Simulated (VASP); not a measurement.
# Ru (P6_3/mmc) in VASP: further runs

The runs below take Ru through single point, with revPBE.

Program: VASP 6.6.1. These are calculated values, not measurements. Logs are shortened: lines on timing, memory, paths and dates and some standing lists are left out, and cuts for length are marked.

### Step 1. The cell of the first run

The structure is hexagonal, space group P6_3/mmc (No. 194). The conventional cell has a = 2.733 Å, b = 2.733 Å, c = 4.300 Å, α = 90.00°, β = 90.00°, γ = 120.00°. Within 3.5 Å of Ru (site symmetry -6m2) lie 12 Ru at 2.67 to 2.73 Å.

### Step 2. Single point, revPBE, collinear spin, ferromagnetic start

File INCAR:

```
ALGO     = Normal         # electronic algorithm
EDIFF    = 1E-6           # SCF threshold, eV
ENCUT    = 520            # plane-wave cutoff, eV
GGA      = RE             # functional
ISIF     = 2              # what is computed and relaxed
ISMEAR   = -1             # smearing method
ISPIN    = 2              # spin polarisation
LASPH    = True           # aspherical terms in the spheres
LCHARG   = False          # write CHGCAR
LMAXMIX  = 4              # l up to which the mixer works
LORBIT   = 11             # projections on sites
LREAL    = False          # projectors in reciprocal space
LWAVE    = False          # write WAVECAR
MAGMOM   = 1 1            # initial moments
NBANDS   = 25             # bands
NELM     = 150            # most SCF steps
PREC     = Accurate       # precision mode
SIGMA    = 0.05           # smearing width, eV
```

File KPOINTS:

```
k-points
0
Gamma
  22 22 12
```

File POSCAR:

```
Ru
1.0
    2.7332157270      0.0000000000      0.0000000000
   -1.3666078635      2.3670342536      0.0000000000
    0.0000000000      0.0000000000      4.2999140076
Ru
2
Direct
    0.3333333333      0.6666666667      0.2500000000
    0.6666666667      0.3333333333      0.7500000000
```

Potentials or basis: VASP PAW PBE potentials, release 64 (Ru_pv).

Command:

```sh
$ cat potpaw_PBE.64/Ru_pv/POTCAR > POTCAR
$ mpirun -np 1 vasp_std > vasp.out
```

OUTCAR:

```text
EDIFF = 1E-6
   ENCUT = 520
   GGA = RE
   ISIF = 2
   ISMEAR = -1
   ISPIN = 2
   LASPH = True
   LORBIT = 11
   LREAL = False
   NELM = 150
   PREC = Accurate

 ion  position               nearest neighbor table
   1  0.333  0.667  0.250-   2 2.67   2 2.67   2 2.67   2 2.67   2 2.67   2 2.67
   2  0.667  0.333  0.750-   1 2.67   1 2.67   1 2.67   1 2.67   1 2.67   1 2.67

  LATTYP: Found a hexagonal cell.
 ALAT       =     2.7332157270
 C/A-ratio  =     1.5732069610

  Lattice vectors:

 A1 = (   2.7332157270,   0.0000000000,   0.0000000000)
 A2 = (  -1.3666078635,   2.3670342536,   0.0000000000)
 A3 = (   0.0000000000,   0.0000000000,   4.2999140076)

Analysis of symmetry for initial positions (statically):
=====================================================================
 Subroutine PRICEL returns:
 Original cell was already a primitive cell.

 Routine SETGRP: Setting up the symmetry group for a
 hexagonal supercell.

 Subroutine GETGRP returns: Found 24 space group operations
 (whereof 12 operations were pure point group operations)
 out of a pool of 24 trial point group operations.

The static configuration has the point symmetry D_3d.
 The point group associated with its full space group is D_6h.

Analysis of symmetry for dynamics (positions and initial velocities):
=====================================================================
 Subroutine PRICEL returns:
 Original cell was already a primitive cell.

 Routine SETGRP: Setting up the symmetry group for a
 hexagonal supercell.

 Subroutine GETGRP returns: Found 24 space group operations
 (whereof 12 operations were pure point group operations)
 out of a pool of 24 trial point group operations.

The dynamic configuration has the point symmetry D_3d.
 The point group associated with its full space group is D_6h.

Analysis of structural, dynamic, and magnetic symmetry:
=====================================================================
 Subroutine PRICEL returns:
 Original cell was already a primitive cell.

 Routine SETGRP: Setting up the symmetry group for a
 hexagonal supercell.

 Subroutine GETGRP returns: Found 24 space group operations
 (whereof 12 operations were pure point group operations)
 out of a pool of 24 trial point group operations.

The overall configuration has the point symmetry D_3d.
 The point group associated with its full space group is D_6h.

 Subroutine INISYM returns: Found 24 space group operations
 (whereof 12 operations are pure point group operations),
 and found     1 'primitive' translations

----------------------------------------------------------------------------------------

                                     Primitive cell

  volume of cell :      27.8188

  direct lattice vectors                    reciprocal lattice vectors
     2.733215727  0.000000000  0.000000000     0.365869401  0.211234797  0.000000000
    -1.366607864  2.367034254  0.000000000     0.000000000  0.422469594  0.000000000
     0.000000000  0.000000000  4.299914008     0.000000000  0.000000000  0.232562790

  length of vectors
     2.733215727  2.733215727  4.299914008     0.422469594  0.422469594  0.232562790

  position of ions in fractional coordinates (direct lattice)
     0.333333333  0.666666667  0.250000000
     0.666666667  0.333333333  0.750000000

  ion indices of the primitive-cell ions
   primitive index   ion index
                 1           1
                 2           2

----------------------------------------------------------------------------------------

 KPOINTS: k-points

Automatic generation of k-mesh.
 Grid dimensions read from file:
 generate k-points for:   22   22   12

 Generating k-lattice:

  Cartesian coordinates                     Fractional coordinates (reciprocal lattice)
     0.016630427  0.009601582  0.000000000     0.045454545 -0.000000000  0.000000000
     0.000000000  0.019203163  0.000000000     0.000000000  0.045454545  0.000000000
     0.000000000  0.000000000  0.019380233     0.000000000  0.000000000  0.083333333

  Length of vectors
     0.019203163  0.019203163  0.019380233

  Shift w.r.t. Gamma in fractional coordinates (k-lattice)
     0.000000000  0.000000000  0.000000000

 Subroutine IBZKPT returns following result:
 ===========================================

 Found    364 irreducible k-points:

 Following reciprocal coordinates:
            Coordinates               Weight
  0.000000  0.000000  0.000000      1.000000
  0.045455  0.000000  0.000000      6.000000
  0.090909  0.000000  0.000000      6.000000
  0.136364  0.000000  0.000000      6.000000
  0.181818  0.000000  0.000000      6.000000
  0.227273  0.000000  0.000000      6.000000
[... 16 lines left out ...]
  0.090909  0.090909  0.000000      6.000000
  0.136364  0.090909  0.000000     12.000000
 [... further k-points ...]
   k-points           NKPTS =    364   k-points in BZ     NKDIM =    364   number of bands    NBANDS=     25
   number of dos      NEDOS =    301   number of ions     NIONS =      2
   total plane-waves  NPLWV =  12800
   dimension x,y,z NGX =    20 NGY =   20 NGZ =   32
   dimension x,y,z NGXF=    40 NGYF=   40 NGZF=   64
   ions per type =               2
   NGX,Y,Z   is equivalent  to a cutoff of  12.16, 12.16, 12.37 a.u.
   NGXF,Y,Z  is equivalent  to a cutoff of  24.33, 24.33, 24.74 a.u.
 SYSTEM =  unknown system
   PREC   = accura    normal or accurate (medium, high low for compatibility)
   ISTART =      0    job   : 0-new  1-cont  2-samecut
   ICHARG =      2    charge: 1-file 2-atom 10-const
   ISPIN  =      2    spin polarized calculation?
   LNONCOLLINEAR =      F non collinear calculations
   LSORBIT =      F    spin-orbit coupling
   LASPH  =      T    aspherical Exc in radial PAW
   ENCUT  =  520.0 eV  38.22 Ry    6.18 a.u.   5.08  5.08  7.99*2*pi/ulx,y,z
   NELM   =    150;   NELMIN=  2; NELMDL= -5     # of ELM steps
   EDIFF  = 0.1E-05   stopping-criterion for ELM
   LREAL  =      F    real-space projection
   EDIFFG = 0.1E-04   stopping-criterion for IOM
   NSW    =      0    number of steps for IOM
   IBRION =     -1    ionic relax: 0-MD 1-quasi-New 2-CG
   NFREE  =      0    steps in history (QN), initial steepest desc. (CG)
   ISIF   =      2    stress and relaxation
   ISYM   =      2    0-nonsym 1-usesym 2-fastsym
   POTIM  = 0.5000    time-step for ionic-motion
   TEBEG  =    0.0;   TEEND  =   0.0 temperature during run
   PSTRESS=    0.0 pullay stress
   NELECT =      28.0000    total number of electrons
   NUPDOWN=      -1.0000    fix difference up-down
   EMIN   =  10.00;   EMAX   =-10.00  energy-range for DOS
   EFERMI =   0.00;   METHOD = LEGACY
   ISMEAR =    -1;   SIGMA  =   0.05  broadening in eV -4-tet -1-fermi 0-gaus
   EFERMI_NEDOS =   21; number of points for ismear=-14 and -15
   IALGO  =     38    algorithm
   IMIX   =      4    mixing-type and parameters
     AMIX     =   0.40;   BMIX     =  1.00
     AMIX_MAG =   1.60;   BMIX_MAG =  1.00
  volume/ion in A,a.u.               =      13.91        93.87
  Fermi-wavevector in a.u.,A,eV,Ry     =   1.640646  3.100371 36.623045  2.691718
  Thomas-Fermi vector in A             =   2.731249
   LORBIT       =     11    0 simple, 1 ext, 2 COOP (PROOUT), +10 PAW based schemes
   GGA     = RE    functional components
   LHFCALC =     F    Hartree Fock is set to
   AEXX    =    0.0000 exact exchange contribution
   IVDW    =     0    specifies the selected vdW correction
   LEPSILON=     F    determine dielectric tensor
   LRPA    =     F    only Hartree local field effects (RPA)
 spin polarized calculation
  energy-cutoff  :      520.00
  volume of cell :       27.82
 maximum number of plane-waves:       768
   NGX = 11   NGY = 11   NGZ = 15

 number of electron      28.0000012 magnetization       0.0015316

 number of electron      28.0000012 magnetization      -0.0002496

 Free energy of the ion-electron system (eV)
  ---------------------------------------------------
  ext. energy  EPLUGINS =         0.00000000
  ---------------------------------------------------
  free energy    TOTEN  =       -17.45873277 eV

  energy without entropy =      -17.44656104  energy(sigma->0) =      -17.45264691

 E-fermi :  12.4625     XC(G=0): -13.9164

 val. band max:       12.4624175844   @ k =   0.1818   0.1364   0.1667
 cond. band min:      12.4701715344   @ k =   0.2727   0.0000   0.3333
 fundamental gap:      0.0077539500
 Fermi energy:        12.4624588654

 spin component 1

 k-point     1 :       0.0000    0.0000    0.0000
  band No.  band energies     occupation
      1     -31.1160      1.00000
      2     -30.2541      1.00000
      3     -30.2541      1.00000
      4     -30.0916      1.00000
      5     -30.0916      1.00000
      6     -30.0483      1.00000
[... 17 lines left out ...]
     24      30.5695      0.00000
     25      35.0010      0.00000
[... 621 lines left out ...]
      3     -30.3894      1.00000
      4     -30.2727      1.00000
      5     -30.1392      1.00000
      6     -30.1078      1.00000
[... 17 lines left out ...]
     24      30.5829      0.00000
     25      31.2978      0.00000

 [... further k-points ...]

 spin component 2

 k-point     1 :       0.0000    0.0000    0.0000
  band No.  band energies     occupation
      1     -31.1160      1.00000
      2     -30.2542      1.00000
      3     -30.2542      1.00000
      4     -30.0916      1.00000
      5     -30.0916      1.00000
      6     -30.0483      1.00000
[... 17 lines left out ...]
     24      30.5693      0.00000
     25      35.0010      0.00000
[... 621 lines left out ...]
      3     -30.3894      1.00000
      4     -30.2727      1.00000
      5     -30.1392      1.00000
      6     -30.1078      1.00000
[... 17 lines left out ...]
     24      30.5827      0.00000
     25      31.2976      0.00000

 [... further k-points ...]

------------------------ aborting loop because EDIFF is reached ----------------------------------------

  FORCE on cell =-STRESS in cart. coord.  units (eV):
  Direction    XX          YY          ZZ          XY          YZ          ZX
  --------------------------------------------------------------------------------------
  -------------------------------------------------------------------------------------
  Total       -0.0883555     -0.0883555      0.1013111      0.0000000      0.0000000      0.0000000
  in kB       -5.0886922     -5.0886922      5.8348431      0.0000000      0.0000000      0.0000000
  external PRESSURE =      -1.4475138 kB  Pullay stress =       0.0000000 kB

 VOLUME and BASIS-vectors are now :
 -----------------------------------------------------------------------------
  energy-cutoff  :      520.00
  volume of cell :       27.82
      direct lattice vectors                 reciprocal lattice vectors
     2.733215727  0.000000000  0.000000000     0.365869401  0.211234797  0.000000000
    -1.366607864  2.367034254  0.000000000     0.000000000  0.422469594  0.000000000
     0.000000000  0.000000000  4.299914008     0.000000000  0.000000000  0.232562790

 POSITION                                       TOTAL-FORCE (eV/Angst)
 -----------------------------------------------------------------------------------
     -0.00000      1.57802      1.07498        -0.000000      0.000000      0.000000
      1.36661      0.78901      3.22494         0.000000     -0.000000      0.000000
 -----------------------------------------------------------------------------------
    total drift:                               -0.000000      0.000000     -0.000000

  FREE ENERGIE OF THE ION-ELECTRON SYSTEM (eV)
  ---------------------------------------------------
  free  energy   TOTEN  =       -17.4587327706 eV

  energy  without entropy=      -17.4465610411  energy(sigma->0) =      -17.45264691

 total charge

# of ion       s       p       d       tot
------------------------------------------
    1        0.397   6.297   5.926  12.621
    2        0.397   6.297   5.926  12.621
--------------------------------------------------
tot          0.795  12.595  11.853  25.243

 magnetization (x)

# of ion       s       p       d       tot
------------------------------------------
    1       -0.000  -0.000  -0.000  -0.000
    2       -0.000  -0.000  -0.000  -0.000
--------------------------------------------------
tot         -0.000  -0.000  -0.000  -0.000
```

Wall time 2.4 min (1 thread of Intel Xeon 6975P-C (Granite Rapids), shared host); peak memory 0.41 GiB.

What came out:

```yaml
Free_energy: -17.4587 eV
Pressure: -0.1 GPa
Band_gap_on_the_k_mesh: zero (filled and empty bands overlap)
Net_moment: 0.00 μB per cell
Valence_electrons_inside_the_program's_atomic_spheres: Ru 12.62
```

Levels at points of the mesh, in eV from the Fermi level:
Spin up:
| k point | band 11 | band 12 | band 13 | band 14 | band 15 | band 16 | band 17 | band 18 |
| --- | --- | --- | --- | --- | --- | --- | --- | --- |
| (0.00, 0.00, 0.00) | -2.28 | -1.84 | -1.84 | -1.39 | -1.39 | 1.13 | 1.13 | 1.34 |
| (0.50, 0.00, 0.00) | -1.98 | -1.77 | -1.45 | 1.32 | 1.73 | 1.85 | 3.91 | 5.94 |
| (0.00, 0.00, 0.50) | -2.68 | -2.68 | -2.60 | -2.60 | 0.51 | 0.51 | 0.51 | 0.51 |
| (0.50, 0.00, 0.50) | -1.05 | -1.05 | 0.43 | 0.43 | 1.57 | 1.57 | 3.30 | 3.30 |
Spin down:
```tsv
k point	band 10	band 11	band 12	band 13	band 14	band 15	band 16	band 17	band 18	band 19
(0.00, 0.00, 0.00)	-2.51	-2.28	-1.84	-1.84	-1.39	-1.39	1.13	1.13	1.34	10.11
(0.50, 0.00, 0.00)	-2.95	-1.98	-1.77	-1.45	1.32	1.73	1.85	3.91	5.94	10.50
(0.00, 0.00, 0.50)	-2.68	-2.68	-2.68	-2.60	-2.60	0.51	0.51	0.51	0.51	10.50
(0.50, 0.00, 0.50)	-4.35	-1.05	-1.05	0.43	0.43	1.57	1.57	3.30	3.30	10.27
```

Caveat: the PAW data sets were made with another functional, which shifts forces and pressure a little.

### Step 3. Single point, revPBE, collinear spin, ferromagnetic start

File INCAR:

```
PREC     = Accurate       # precision mode
ENCUT    = 520            # plane-wave cutoff, eV
EDIFF    = 1E-6           # SCF threshold, eV
ISMEAR   = -1             # smearing method
SIGMA    = 0.05           # smearing width, eV
LREAL    = False          # projectors in reciprocal space
LASPH    = True           # aspherical terms in the spheres
NELM     = 150            # most SCF steps
ALGO     = Normal         # electronic algorithm
ISIF     = 2              # what is computed and relaxed
LWAVE    = False          # write WAVECAR
LCHARG   = False          # write CHGCAR
ISPIN    = 2              # spin polarisation
MAGMOM   = 1 1            # initial moments
LORBIT   = 11             # projections on sites
LMAXMIX  = 4              # l up to which the mixer works
GGA      = RE             # functional
NBANDS   = 25             # bands
```

File KPOINTS:

```
Automatic mesh
0
Gamma
  13 13 8
```

POSCAR is that of step 2.

Potentials or basis: VASP PAW PBE potentials, release 64 (Ru_pv).

Command:

```sh
$ cat potpaw_PBE.64/Ru_pv/POTCAR > POTCAR
$ mpirun -np 1 vasp_std > vasp.out
```

It took 2.5 min on 1 thread of Intel Xeon 8259CL, shared host; peak memory 0.22 GiB.

Results (log left out):

```yaml
Free_energy: -17.4549 eV
Pressure: -0.1 GPa
Band_gap_on_the_k_mesh: zero (filled and empty bands overlap)
Net_moment: 0.00 μB per cell
Valence_electrons_inside_the_program's_atomic_spheres: Ru 12.62
```

Levels at points of the mesh, in eV from the Fermi level:
Spin up:
| k point | band 12 | band 13 | band 14 | band 15 | band 16 | band 17 |
| --- | --- | --- | --- | --- | --- | --- |
| (0.00, 0.00, 0.00) | -1.88 | -1.88 | -1.43 | -1.43 | 1.09 | 1.09 |
| (0.00, 0.00, 0.50) | -2.72 | -2.64 | -2.64 | 0.48 | 0.48 | 0.48 |
Spin down:
```tsv
k point	band 11	band 12	band 13	band 14	band 15	band 16	band 17	band 18
(0.00, 0.00, 0.00)	-2.32	-1.88	-1.88	-1.43	-1.43	1.09	1.09	1.30
(0.00, 0.00, 0.50)	-2.72	-2.72	-2.64	-2.64	0.48	0.48	0.48	0.48
```

Caveat: the PAW data sets were made with another functional, which shifts forces and pressure a little.
